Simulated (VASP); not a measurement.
Here is a VASP 6.6.1 calculation.

INCAR

```
PREC = Accurate
ENCUT = 600
EDIFF = 1E-6
ISMEAR = 0
SIGMA = 0.02
LREAL = F
LASPH = T
NELM = 100
ALGO = Normal
ISIF = 3
LWAVE = F
LCHARG = F
GGA = PE
IVDW = 13
IBRION = 2
NSW = 100
EDIFFG = -0.002
PSTRESS = 34.5
```

KPOINTS

```
Automatic mesh
0
Gamma
  4 4 4
```

Contents of POSCAR:

```
CO2
1.0
    5.2876372084      0.0000000000      0.0000000000
    0.0000000000      5.2876372084      0.0000000000
    0.0000000000      0.0000000000      5.2876372084
C O
4 8
Direct
    0.0000000000      0.0000000000      0.0000000000
    0.5000000000      0.0000000000      0.5000000000
    0.5000000000      0.5000000000      0.0000000000
    0.0000000000      0.5000000000      0.5000000000
    0.1273345618      0.1273345618      0.1273345618
    0.3726654382      0.8726654382      0.6273345618
    0.6273345618      0.3726654382      0.8726654382
    0.8726654382      0.6273345618      0.3726654382
    0.8726654382      0.8726654382      0.8726654382
    0.6273345618      0.1273345618      0.3726654382
    0.3726654382      0.6273345618      0.1273345618
    0.1273345618      0.3726654382      0.6273345618
```

Potentials or basis: VASP PAW PBE potentials, release 64 (C, O).

The run is started by

```console
$ cat potpaw_PBE.64/C/POTCAR potpaw_PBE.64/O/POTCAR > POTCAR
$ mpirun -np 1 vasp_std > vasp.out
```

Problem. Estimate the relaxed volume.

Solution. 12.09 Å³/atom.

Problem. Predict the dispersion energy per atom.

Solution. -0.093 eV.

Problem. Predict the space group after relaxing (to 0.1 Å).

Solution. Pa-3 (No. 205).

Final structure:
```xyz
12
Lattice="5.2549 0.0000 0.0000 0.0000 5.2549 0.0000 0.0000 0.0000 5.2549" Properties=species:S:1:pos:R:3 pbc="T T T"
C     0.0000    0.0000    0.0000
C     2.6274    0.0000    2.6274
C     2.6274    2.6274    0.0000
C     0.0000    2.6274    2.6274
O     0.6764    0.6764    0.6764
O     1.9510    4.5785    3.3038
O     3.3038    1.9510    4.5785
O     4.5785    3.3038    1.9510
O     4.5785    4.5785    4.5785
O     3.3038    0.6764    1.9510
O     1.9510    3.3038    0.6764
O     0.6764    1.9510    3.3038
```

Caveat: the cell is relaxed towards a set pressure, so the run minimises the enthalpy, not the energy.
